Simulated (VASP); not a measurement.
Runs of VASP 6.6.1 on NbRu3C. The structure is that of space group Pm-3m (No. 221), or close to it. The cells are those of the table. 

| task | level | cell | cutoff (eV) | gap on the mesh (eV) | pressure (GPa) |
| --- | --- | --- | --- | --- | --- |
| single point | PBEsol | a = 3.988 Å, 5 atoms | 520 | none | 4.9 |
| single point | PBEsol | a = 4.065 Å, 5 atoms | 520 | none | (b) |
| single point | PBEsol | a = 3.933 Å, 5 atoms | 520 | none | 20.0 |
| single point | PBE | a = 4.038 Å, 5 atoms | 520 | none | 2.2 |
| single point | PBE | a = 4.092 Å, 5 atoms | 520 | none | -8.5 |
| relaxation of cell and atoms | PBEsol | relaxed from a = 4.065 Å, 5 atoms | 600 | none | 0.0 |
| single point | PBEsol | a = 4.009 Å, 5 atoms | 520 | none | (a) |
| relaxation of cell and atoms | PBEsol | relaxed to 5 GPa from a = 4.065 Å, 5 atoms | 600 | none | 5.0 |

Alike in all rows: potentials or basis VASP PAW PBE potentials, release 64 (Ru_pv, Nb_sv, C); no spin polarisation; k mesh 7 × 7 × 7; smearing fermi-dirac 0.05 eV.

Task: Fill in the values left out.

Result: (a) -0.1; (b) -11.9.

Caveats: the PAW data sets were made with another functional, which shifts forces and pressure a little (some runs); the cell is relaxed towards a set pressure, so the enthalpy falls and the energy may rise (some runs).

A k mesh can miss the band edges, and the runs leave out spin-orbit coupling on Nb, Ru.

A gap of «none» marks levels without a gap at the run's occupations.
